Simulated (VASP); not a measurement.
Set up this calculation in VASP 6.6.1, as the native input.

```
Task                   : single point
Functional             : PBEsol
Potentials or basis    : VASP PAW PBE potentials, release 64 (W_sv)
Cutoff                 : 520 eV
k mesh                 : 8 × 5 × 5
Occupations            : gaussian, width 0.05 eV
Spin                   : non-collinear spin, zero start, spin-orbit coupling
Starting moments       : [[0.0, 0.0, 0.0], [0.0, 0.0, 0.0], [0.0, 0.0, 0.0], [0.0, 0.0, 0.0]] μB
Dipole correction      : no
Further INCAR settings : ALGO = Normal; EDIFF = 1e-06; NBANDS = 70
```

The structure of W lies in POSCAR:

```
W
1.0
    2.8096620000      0.0000000000      0.0000000000
    0.0000000000      4.8638700000      0.0000000000
    0.0000000000      0.0000000000      4.9236950000
W
4
Direct
    0.7931720000      0.9368430000      0.7500000000
    0.2068280000      0.4368430000      0.7500000000
    0.2068280000      0.0631570000      0.2500000000
    0.7931720000      0.5631570000      0.2500000000
```

These files were run (other wordings do the same):

INCAR

```
PREC = Accurate
ENCUT = 520
EDIFF = 1E-6
ISMEAR = 0
SIGMA = 0.05
LREAL = False
LASPH = True
NELM = 150
ALGO = Normal
ISIF = 2
LWAVE = False
LCHARG = False
MAGMOM = 0 0 0 0 0 0 0 0 0 0 0 0
LORBIT = 11
LSORBIT = True
GGA_COMPAT = False
LORBMOM = True
LMAXMIX = 4
GGA = PS
NBANDS = 70
```

KPOINTS

```
Automatic mesh
0
Gamma
  8 5 5
```

Potentials or basis: VASP PAW PBE potentials, release 64 (W_sv).

Command:

```console
$ cat potpaw_PBE.64/W_sv/POTCAR > POTCAR
$ mpirun -np 1 vasp_ncl > vasp.out
```

Results of the run:

The pressure is -9.4 GPa. The largest force is 0.109 eV/Å and the net moment is 0.00 μB per cell. The valence electrons inside the program's atomic spheres are W 12.04.

Caveat: the cell stands under tension; the PAW data sets were made with another functional, which shifts forces and pressure a little.

Run time: 5.2 min on 1 thread of Oxide Virtual Turin-like Processor, on a shared host, peak memory 0.45 GiB.
